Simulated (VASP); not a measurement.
# Re (Im-3m) in VASP: single point with PBE

Aim: the single point of Re with PBE.

Program: VASP 6.6.1. These are calculated values, not measurements. Logs are shortened: lines on timing, memory, paths and dates and some standing lists are left out, and cuts for length are marked.

### Step 1. The cell of the first run

Symmetry: Im-3m, No. 229, cubic system. Conventional cell: a = 3.113 Å, b = 3.113 Å, c = 3.113 Å, α = 90.00°, β = 90.00°, γ = 90.00°. Within 3.6 Å of Re (site symmetry m-3m) lie 14 Re at 2.70 to 3.11 Å.

### Step 2. Single point, PBE

Contents of INCAR:

```
SYSTEM = Re
PREC = Accurate ; ENCUT = 520
EDIFF = 1E-6 ; ISMEAR = -1
SIGMA = 0.13605693000000002 ; LREAL = .FALSE.
LASPH = .TRUE. ; NELM = 100
ALGO = Normal ; ISIF = 2
LWAVE = .FALSE. ; LCHARG = .TRUE.
GGA = PE ; LELF = .TRUE.
LVHAR = .TRUE. ; NBANDS = 10
```

Contents of KPOINTS:

```
Automatic mesh
0
G
  15 15 15
  0 0 0
```

Contents of POSCAR:

```
Re
1.0
   -1.5564077436      1.5564077436      1.5564077436
    1.5564077436     -1.5564077436      1.5564077436
    1.5564077436      1.5564077436     -1.5564077436
Re
1
Direct
    0.0000000000      0.0000000000      0.0000000000
```

Potentials or basis: VASP PAW PBE potentials, release 64 (Re).

Run with:

```
$ cat potpaw_PBE.64/Re/POTCAR > POTCAR
$ mpirun -np 1 vasp_std > vasp.out
```

OUTCAR:

```text
SYSTEM = Re
   PREC = Accurate
   ENCUT = 520
   EDIFF = 1E-6
   ISMEAR = -1
   LREAL = .FALSE.
   LASPH = .TRUE.
   NELM = 100
   ISIF = 2
   GGA = PE

 ion  position               nearest neighbor table
   1  0.000  0.000  0.000-

  LATTYP: Found a body centered cubic cell.
 ALAT       =     3.1128154872

  Lattice vectors:

 A1 = (  -1.5564077436,   1.5564077436,   1.5564077436)
 A2 = (   1.5564077436,  -1.5564077436,   1.5564077436)
 A3 = (   1.5564077436,   1.5564077436,  -1.5564077436)

Analysis of symmetry for initial positions (statically):
=====================================================================
 Subroutine PRICEL returns:
 Original cell was already a primitive cell.

 Routine SETGRP: Setting up the symmetry group for a
 body centered cubic supercell.

 Subroutine GETGRP returns: Found 48 space group operations
 (whereof 48 operations were pure point group operations)
 out of a pool of 48 trial point group operations.

The static configuration has the point symmetry O_h .

Analysis of symmetry for dynamics (positions and initial velocities):
=====================================================================
 Subroutine PRICEL returns:
 Original cell was already a primitive cell.

 Routine SETGRP: Setting up the symmetry group for a
 body centered cubic supercell.

 Subroutine GETGRP returns: Found 48 space group operations
 (whereof 48 operations were pure point group operations)
 out of a pool of 48 trial point group operations.

The dynamic configuration has the point symmetry O_h .

 Subroutine INISYM returns: Found 48 space group operations
 (whereof 48 operations are pure point group operations),
 and found     1 'primitive' translations

----------------------------------------------------------------------------------------

                                     Primitive cell

  volume of cell :      15.0810

  direct lattice vectors                    reciprocal lattice vectors
    -1.556407744  1.556407744  1.556407744     0.000000000  0.321252578  0.321252578
     1.556407744 -1.556407744  1.556407744     0.321252578  0.000000000  0.321252578
     1.556407744  1.556407744 -1.556407744     0.321252578  0.321252578  0.000000000

  length of vectors
     2.695777289  2.695777289  2.695777289     0.454319753  0.454319753  0.454319753

  position of ions in fractional coordinates (direct lattice)
     0.000000000  0.000000000  0.000000000

  ion indices of the primitive-cell ions
   primitive index   ion index
                 1           1

----------------------------------------------------------------------------------------

 KPOINTS: Automatic mesh

Automatic generation of k-mesh.
 Grid dimensions read from file:
 generate k-points for:   15   15   15

 Generating k-lattice:

  Cartesian coordinates                     Fractional coordinates (reciprocal lattice)
     0.000000000  0.021416839  0.021416839     0.066666667  0.000000000  0.000000000
     0.021416839  0.000000000  0.021416839     0.000000000  0.066666667  0.000000000
     0.021416839  0.021416839  0.000000000     0.000000000  0.000000000  0.066666667

  Length of vectors
     0.030287984  0.030287984  0.030287984

  Shift w.r.t. Gamma in fractional coordinates (k-lattice)
     0.000000000  0.000000000  0.000000000

 Subroutine IBZKPT returns following result:
 ===========================================

 Found    120 irreducible k-points:

 Following reciprocal coordinates:
            Coordinates               Weight
  0.000000  0.000000  0.000000      1.000000
  0.066667  0.000000  0.000000     12.000000
  0.133333  0.000000  0.000000     12.000000
  0.200000  0.000000  0.000000     12.000000
  0.266667  0.000000  0.000000     12.000000
  0.333333  0.000000  0.000000     12.000000
[... 16 lines left out ...]
  0.333333  0.200000  0.000000     48.000000
  0.400000  0.200000  0.000000     24.000000
 [... further k-points ...]
   k-points           NKPTS =    120   k-points in BZ     NKDIM =    120   number of bands    NBANDS=     10
   number of dos      NEDOS =    301   number of ions     NIONS =      1
   total plane-waves  NPLWV =   8000
   dimension x,y,z NGX =    20 NGY =   20 NGZ =   20
   dimension x,y,z NGXF=    40 NGYF=   40 NGZF=   40
   ions per type =               1
   NGX,Y,Z   is equivalent  to a cutoff of  12.33, 12.33, 12.33 a.u.
   NGXF,Y,Z  is equivalent  to a cutoff of  24.67, 24.67, 24.67 a.u.
 SYSTEM =  Re
   PREC   = accura    normal or accurate (medium, high low for compatibility)
   ISTART =      0    job   : 0-new  1-cont  2-samecut
   ICHARG =      2    charge: 1-file 2-atom 10-const
   ISPIN  =      1    spin polarized calculation?
   LNONCOLLINEAR =      F non collinear calculations
   LSORBIT =      F    spin-orbit coupling
   LASPH  =      T    aspherical Exc in radial PAW
   ENCUT  =  520.0 eV  38.22 Ry    6.18 a.u.   5.01  5.01  5.01*2*pi/ulx,y,z
   NELM   =    100;   NELMIN=  2; NELMDL= -5     # of ELM steps
   EDIFF  = 0.1E-05   stopping-criterion for ELM
   LREAL  =      F    real-space projection
   EDIFFG = 0.1E-04   stopping-criterion for IOM
   NSW    =      0    number of steps for IOM
   IBRION =     -1    ionic relax: 0-MD 1-quasi-New 2-CG
   NFREE  =      0    steps in history (QN), initial steepest desc. (CG)
   ISIF   =      2    stress and relaxation
   ISYM   =      2    0-nonsym 1-usesym 2-fastsym
   POTIM  = 0.5000    time-step for ionic-motion
   TEBEG  =    0.0;   TEEND  =   0.0 temperature during run
   PSTRESS=    0.0 pullay stress
   NELECT =       7.0000    total number of electrons
   NUPDOWN=      -1.0000    fix difference up-down
   EMIN   =  10.00;   EMAX   =-10.00  energy-range for DOS
   EFERMI =   0.00;   METHOD = LEGACY
   ISMEAR =    -1;   SIGMA  =   0.14  broadening in eV -4-tet -1-fermi 0-gaus
   EFERMI_NEDOS =   21; number of points for ismear=-14 and -15
   IALGO  =     38    algorithm
   IMIX   =      4    mixing-type and parameters
     AMIX     =   0.40;   BMIX     =  1.00
     AMIX_MAG =   1.60;   BMIX_MAG =  1.00
  volume/ion in A,a.u.               =      15.08       101.77
  Fermi-wavevector in a.u.,A,eV,Ry     =   1.267547  2.395317 21.860152  1.606676
  Thomas-Fermi vector in A             =   2.400689
   LORBIT       =      0    0 simple, 1 ext, 2 COOP (PROOUT), +10 PAW based schemes
   GGA     = PE    functional components
   LHFCALC =     F    Hartree Fock is set to
   AEXX    =    0.0000 exact exchange contribution
   IVDW    =     0    specifies the selected vdW correction
   LEPSILON=     F    determine dielectric tensor
   LRPA    =     F    only Hartree local field effects (RPA)
 non-spin polarized calculation
  energy-cutoff  :      520.00
  volume of cell :       15.08
 maximum number of plane-waves:       420
   NGX =  9   NGY =  9   NGZ =  9

 number of electron       7.0000000 magnetization

 Free energy of the ion-electron system (eV)
  ---------------------------------------------------
  ext. energy  EPLUGINS =         0.00000000
  ---------------------------------------------------
  free energy    TOTEN  =       -12.13604409 eV

  energy without entropy =      -12.06418449  energy(sigma->0) =      -12.10011429

 E-fermi :   8.4963     XC(G=0): -13.5955

 val. band max:        8.4921061297   @ k =  -0.2667   0.2667   0.2000
 cond. band min:       8.5316937860   @ k =   0.2000   0.0667  -0.0000
 fundamental gap:      0.0395876562
 Fermi energy:         8.4963054771

 k-point     1 :       0.0000    0.0000    0.0000
  band No.  band energies     occupation
      1      -2.1027      2.00000
      2       5.8573      2.00000
      3       5.8573      2.00000
      4       5.8573      2.00000
      5       9.2418      0.00831
      6       9.2418      0.00831
      7      24.0058      0.00000
      8      24.0058      0.00000
      9      24.0058      0.00000
     10      35.8106      0.00000

 k-point     2 :       0.0667    0.0000    0.0000
  band No.  band energies     occupation
      1      -1.8902      2.00000
      2       5.7390      2.00000
      3       5.8378      2.00000
      4       6.0613      2.00000
      5       9.0666      0.02980
      6       9.2476      0.00796
      7      24.1670      0.00000
      8      24.3628      0.00000
      9      24.4463      0.00000
     10      33.9455      0.00000

 k-point     3 :       0.1333    0.0000    0.0000
  band No.  band energies     occupation
      1      -1.2851      2.00000
      2       5.4200      2.00000
      3       5.7382      2.00000
      4       6.6631      2.00000
      5       8.7299      0.30449
      6       9.2753      0.00650
      7      24.4901      0.00000
      8      25.3922      0.00000
      9      25.4179      0.00000
     10      31.7671      0.00000

 k-point     4 :       0.2000    0.0000    0.0000
  band No.  band energies     occupation
      1      -0.4014      2.00000
      2       4.9860      2.00000
      3       5.5339      2.00000
      4       7.6292      1.99659
      5       8.5721      0.72828
      6       9.3463      0.00386
      7      24.4042      0.00000
      8      25.6983      0.00000
      9      26.9900      0.00000
     10      30.7581      0.00000
[... 222 lines left out ...]
 k-point    22 :       0.2667    0.2000   -0.0000
  band No.  band energies     occupation
      1       2.2918      2.00000
      2       4.0960      2.00000
      3       5.1568      2.00000
      4       8.7280      0.30823
      5      10.0230      0.00003
      6      13.0837      0.00000
      7      19.6044      0.00000
      8      22.9174      0.00000
      9      25.1090      0.00000
     10      29.6497      0.00000

 k-point    23 :       0.3333    0.2000    0.0000
  band No.  band energies     occupation
      1       2.3446      2.00000
      2       3.9997      2.00000
      3       5.7599      2.00000
      4       8.9884      0.05232
      5      10.1857      0.00001
      6      14.6408      0.00000
      7      17.7738      0.00000
      8      21.7376      0.00000
      9      24.6036      0.00000
     10      30.8714      0.00000

 k-point    24 :       0.4000    0.2000    0.0000
  band No.  band energies     occupation
      1       2.3218      2.00000
      2       3.9728      2.00000
      3       6.0470      2.00000
      4       9.0374      0.03680
      5      10.3751      0.00000
      6      15.4405      0.00000
      7      16.8648      0.00000
      8      21.2158      0.00000
      9      24.4435      0.00000
     10      31.6721      0.00000

 [... further k-points ...]
[... 5 lines left out ...]
  --------------------------------------------------------------------------------------
  -------------------------------------------------------------------------------------
  Total        0.0327511      0.0327511      0.0327511     -0.0000000     -0.0000000      0.0000000
  in kB        3.4794207      3.4794207      3.4794207     -0.0000000     -0.0000000      0.0000000
  external PRESSURE =       3.4794207 kB  Pullay stress =       0.0000000 kB

 VOLUME and BASIS-vectors are now :
 -----------------------------------------------------------------------------
  energy-cutoff  :      520.00
  volume of cell :       15.08
      direct lattice vectors                 reciprocal lattice vectors
    -1.556407744  1.556407744  1.556407744     0.000000000  0.321252578  0.321252578
     1.556407744 -1.556407744  1.556407744     0.321252578  0.000000000  0.321252578
     1.556407744  1.556407744 -1.556407744     0.321252578  0.321252578  0.000000000

 POSITION                                       TOTAL-FORCE (eV/Angst)
 -----------------------------------------------------------------------------------
      0.00000      0.00000      0.00000         0.000000      0.000000      0.000000
 -----------------------------------------------------------------------------------
    total drift:                                0.000000      0.000000      0.000000

  FREE ENERGIE OF THE ION-ELECTRON SYSTEM (eV)
  ---------------------------------------------------
  free  energy   TOTEN  =       -12.1360440922 eV

  energy  without entropy=      -12.0641844898  energy(sigma->0) =      -12.10011429
```

Wall time 6.6 s (1 thread of Intel Xeon 6975P-C (Granite Rapids), shared host); peak memory 0.14 GiB.

What came out:

| Quantity | Value |
| --- | --- |
| Free energy | -12.1360 eV |
| Pressure | 0.3 GPa |

Levels at points of the mesh, in eV from the Fermi level:
```csv
k point,band 1,band 2,band 3,band 4,band 5,band 6,band 7,band 8
"(0.00, 0.00, 0.00)",-10.60,-2.64,-2.64,-2.64,0.75,0.75,15.51,15.51
```

Caveat: spin-orbit coupling is left out, which moves the levels of the heavy elements.
